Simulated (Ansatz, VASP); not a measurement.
## One calculation of BN, two programs

INCAR

```
ALGO     = Normal         # electronic algorithm
EDIFF    = 1E-6           # SCF threshold, eV
ENCUT    = 520            # plane-wave cutoff, eV
GGA      = CA             # functional
ISIF     = 2              # what is computed and relaxed
ISMEAR   = 0              # smearing method
LASPH    = T              # aspherical terms in the spheres
LCHARG   = T              # write CHGCAR
LELF     = T              # ELF
LREAL    = F              # projectors in reciprocal space
LVHAR    = T            
LWAVE    = F              # write WAVECAR
NBANDS   = 16             # bands
NELM     = 80             # most SCF steps
PREC     = Accurate       # precision mode
SIGMA    = 0.05           # smearing width, eV
```

File KPOINTS:

```
k-points
0
Gamma
  12 12 6
```

POSCAR

```
BN
1.0
    2.5539396017      0.0000000000      0.0000000000
   -1.2769698009      2.2117765748      0.0000000000
    0.0000000000      0.0000000000      4.2268550000
B N
2 2
Direct
    0.6666666667      0.3333333333      1.0233822518
    0.3333333333      0.6666666667      0.4997240000
    0.6666666667      0.3333333333      0.6252760000
    0.3333333333      0.6666666667      0.1252760000
```

Input for Ansatz:

```yaml
crystal:
  lattice:
    - [2.5539396017, 0.0, 0.0]
    - [-1.2769698009, 2.2117765748, 0.0]
    - [0.0, 0.0, 4.226855]
  atoms:
    - { symbol: B, position: [0.6666666667, 0.3333333333, 1.0233822518] }
    - { symbol: B, position: [0.3333333333, 0.6666666667, 0.499724] }
    - { symbol: "N", position: [0.6666666667, 0.3333333333, 0.625276] }
    - { symbol: "N", position: [0.3333333333, 0.6666666667, 0.125276] }
basis:
  ecutwfc: 420
kpoints:
  mp_grid: { grid: [12, 12, 6] }
hamiltonian:
  xc: lda
scf:
  occupations: { method: gaussian, width: 0.05 }
output:
  forces: true
  stress: true
  eigenvalues: true
```

Alike in both runs: task single point; functional LDA; k mesh 12 × 12 × 6; occupations gaussian, width 0.05 eV; no spin polarisation.

|  | VASP | Ansatz |
| --- | --- | --- |
| version | VASP 6.6.1 | Ansatz 0.2.0 |
| potentials or method | VASP PAW LDA potentials, release 64 (B, N), cutoff 520 eV | scalar-relativistic, plane waves, PAW |
| valence electrons in the cell | 16 | 16 |

Ansatz gave:

| Property | Result |
| --- | --- |
| gap on the k mesh at the Fermi level (eV) | 5.30 |
| least direct gap on the mesh (eV) | 7.83 |
| pressure (GPa) | -11.8 |
| traceless stress, the component that is largest in VASP (GPa) | 0.88 |
| rms of the force components (eV/Å) | 0.974 |

**Question.** Which values does VASP return?

**Answer.** gap on the k mesh at the Fermi level (eV): 5.28; least direct gap on the mesh (eV): 7.82; pressure (GPa): -11.0; traceless stress, the component that is largest in VASP (GPa): 0.72; rms of the force components (eV/Å): 0.978.

LDA's correlation is that of Perdew and Zunger in VASP and of Perdew and Wang (1992) in Ansatz. Atom by atom the forces differ by 0.006 eV/Å (rms over components).
